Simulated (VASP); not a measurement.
Set up this calculation in VASP 6.6.1, as the native input.

| Quantity | Value |
| --- | --- |
| Task | single point |
| Functional | PBE |
| Potentials or basis | VASP PAW PBE potentials, release 64 (Si) |
| Cutoff | 520 eV |
| k mesh | 10 × 10 × 4 |
| Occupations | gaussian, width 0.1 eV |
| Spin | no spin polarisation |
| Dipole correction | no |
| Further INCAR settings | ALGO = Normal; EDIFF = 1e-06; NBANDS = 26 |

The structure of Si lies in POSCAR:

```
Si
1.0
    2.3922854942     -3.0941218110      0.0000000000
    2.3922854942      3.0941218110      0.0000000000
    0.0000000000      0.0000000000      9.5341972486
Si
8
Direct
    0.3085448718      0.1914539801      0.6249997351
    0.3085460199      0.1914551282      0.1249997351
    0.6914551282      0.8085460199      0.6249997351
    0.8085448718      0.6914539801      0.8750002649
    0.6914539801      0.8085448718      0.1249997351
    0.1914551282      0.3085460199      0.8750002649
    0.8085460199      0.6914551282      0.3750002649
    0.1914539801      0.3085448718      0.3750002649
```

The input as run:

INCAR

```
PREC = Accurate ; ENCUT = 520
EDIFF = 1E-6 ; ISMEAR = 0
SIGMA = 0.1 ; LREAL = False
LASPH = True ; NELM = 100
ALGO = Normal ; ISIF = 2
LWAVE = False ; LCHARG = False
GGA = PE ; NBANDS = 26
```

KPOINTS

```
regular mesh
0
Gamma
  10 10 4
```

Potentials or basis: VASP PAW PBE potentials, release 64 (Si).

Run with:

```console
$ cat potpaw_PBE.64/Si/POTCAR > POTCAR
$ mpirun -np 1 vasp_std > vasp.out
```

Results of the run:

```yaml
Pressure: -0.1 GPa
Largest_force: 0.005 eV/Å
Band_gap_on_the_k_mesh: zero (band 16 reaches 8.87 eV, above the bottom of band 17 at 5.44 eV)
```

It took 2.1 min on 1 thread of Intel(R) Xeon(R) 6975P-C (Granite Rapids), on a shared host, peak memory 0.38 GiB.
